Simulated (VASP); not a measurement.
Wanted: the native input for a VASP 6.6.1 run.

| Item | Value |
| --- | --- |
| Task | single point |
| Functional | PBE |
| Potentials or basis | VASP PAW PBE potentials, release 64 (Fe, Si) |
| Cutoff | 520 eV |
| k mesh | 8 × 8 × 8 |
| Occupations | gaussian, width 0.05 eV |
| Spin | no spin polarisation |
| Dipole correction | no |
| Further INCAR settings | ALGO = Normal; EDIFF = 1e-06; NBANDS = 34 |

The structure of FeSi lies in POSCAR:

```
FeSi
1.0
    4.2624952273      0.0000000000      0.0000000000
    0.0000000000      4.2624952273      0.0000000000
    0.0000000000      0.0000000000      4.2624952273
Fe Si
4 4
Direct
    0.1405712693      0.1405712693      0.1405712693
    0.3594287307      0.8594287307      0.6405712693
    0.6405712693      0.3594287307      0.8594287307
    0.8594287307      0.6405712693      0.3594287307
    0.8427911600      0.8427911600      0.8427911600
    0.6572088400      0.1572088400      0.3427911600
    0.3427911600      0.6572088400      0.1572088400
    0.1572088400      0.3427911600      0.6572088400
```

This cell differs from its parent crystal: volume scaled by 0.880.

One way to write it, as run:

INCAR

```
PREC = Accurate ; ENCUT = 520
EDIFF = 1E-6 ; ISMEAR = 0
SIGMA = 0.05 ; LREAL = False
LASPH = True ; NELM = 80
ALGO = Normal ; ISIF = 2
LWAVE = False ; LCHARG = False
GGA = PE ; NBANDS = 34
```

KPOINTS

```
regular mesh
0
Gamma
  8 8 8
```

Potentials or basis: VASP PAW PBE potentials, release 64 (Fe, Si).

Run with:

```bash
$ cat potpaw_PBE.64/Fe/POTCAR potpaw_PBE.64/Si/POTCAR > POTCAR
$ mpirun -np 1 vasp_std > vasp.out
```

It gave:

The pressure is 38.1 GPa and the largest force is 0.043 eV/Å. The band gap on the k mesh is 0.15 eV, indirect (least direct gap 0.17 eV).

It took 2.4 min on 1 thread of AMD EPYC 7R43 64-Core Processor (Zen 3), with other jobs on the host, peak memory 0.19 GiB.
